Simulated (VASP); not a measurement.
Hf: single point with RPBE

Crystal: Hf.

```
CELL_PARAMETERS angstrom
0.00000 2.22000 2.22000
2.22000 0.00000 2.22000
2.22000 2.22000 0.00000
ATOMIC_POSITIONS crystal
Hf 0.00000 0.00000 0.00000
```

This isn't the form of Hf at room conditions, which is hcp.

* Program: VASP 6.6.1
* Task: single point
* Functional: RPBE
* Potentials or basis: VASP PAW PBE potentials, release 64 (Hf_pv)
* Cutoff: 520 eV
* k mesh: 10 × 10 × 10
* Occupations: fermi-dirac, width 0.1 eV
* Spin: no spin polarisation
* Dipole correction: no
* Further INCAR settings: ALGO = Normal; EDIFF = 1e-07; NBANDS = 11

```json
{
  "Pressure": "5.8 GPa",
  "Band gap on the k mesh": "zero (bands 5 and 6 overlap by 1.83 eV)"
}
```

Levels at points of the mesh, in eV from the Fermi level:
```
           k point  band 3  band 4  band 5  band 6  band 7  band 8
(0.00, 0.00, 0.00)  -29.97   -7.29    1.44    1.44    1.44    4.32
(0.50, 0.00, 0.00)  -30.08   -3.69    0.61    1.21    1.21    6.49
(0.50, 0.50, 0.00)  -30.28   -3.34   -2.20    2.61    6.51    7.13
```

It took 6.4 s on 1 thread of AMD EPYC 9R45 (Zen 5) (shared host), peak memory 0.11 GiB.

Caveat: the cell stands under pressure; the PAW data sets were made with another functional, which shifts forces and pressure a little; spin-orbit coupling is left out, which moves the levels of the heavy elements.
